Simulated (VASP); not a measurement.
AlGaN2: single point with LDA

Crystal: AlGaN2.

```xyz
4
Lattice="3.1153 0.0000 0.0000 0.0000 3.1153 0.0000 0.0000 0.0000 4.1213" Properties=species:S:1:pos:R:3 pbc="T T T"
Al    1.5576    1.5576    2.0606
Ga    0.0000    0.0000    0.0000
N     1.5576    0.0000    3.0445
N     0.0000    1.5576    1.0768
```

* Program: VASP 6.6.1
* Task: single point
* Functional: LDA
* Potentials or basis: VASP PAW LDA potentials, release 64 (Al, Ga_d, N_h)
* Cutoff: 910 eV
* k mesh: 8 × 8 × 6
* Occupations: gaussian, width 0.02 eV
* Spin: no spin polarisation
* Dipole correction: no
* Second run: hard_potentials
* Further INCAR settings: ALGO = Normal; EDIFF = 1e-06; NBANDS = 21

* Pressure: 14.9 GPa
* Largest force: 0.026 eV/Å
* Band gap on the k mesh: 3.44 eV, direct

Forces in eV/Å, atoms in the order of the input:
```
Al   0.000  0.000  0.000
Ga   0.000  0.000  0.000
N    0.000  0.000 -0.026
N    0.000  0.000  0.026
```

Stress tensor (GPa, compression positive):
```
12.90  0.00  0.00
 0.00 12.90  0.00
 0.00  0.00 18.78
```

Levels at points of the mesh, in eV from the valence-band top:
| k point | band 11 | band 12 | band 13 | band 14 | band 15 | band 16 |
| --- | --- | --- | --- | --- | --- | --- |
| (0.00, 0.00, 0.00) | -0.06 | 0.00 | 0.00 | 3.44 | 3.59 | 7.30 |
| (0.50, 0.00, 0.00) | -2.71 | -1.24 | -1.00 | 7.25 | 7.75 | 7.86 |
| (0.50, 0.50, 0.00) | -2.24 | -2.23 | -2.20 | 3.49 | 3.49 | 7.21 |
| (0.00, 0.00, 0.50) | -1.88 | -1.21 | -1.21 | 5.75 | 6.04 | 8.37 |
| (0.50, 0.00, 0.50) | -0.79 | -0.70 | -0.28 | 5.81 | 7.05 | 9.62 |
| (0.50, 0.50, 0.50) | -3.56 | -3.56 | -3.50 | 6.82 | 6.82 | 9.82 |

It took 52 s on 1 thread of AMD EPYC 9R14 (Zen 4), with other jobs on the host, peak memory 0.22 GiB.

Caveat: the cutoff is under 1.25 times the usual one of these potentials, so pressure, stress and relaxed cells hold a basis-set (Pulay) error. A k mesh can miss the band edges.
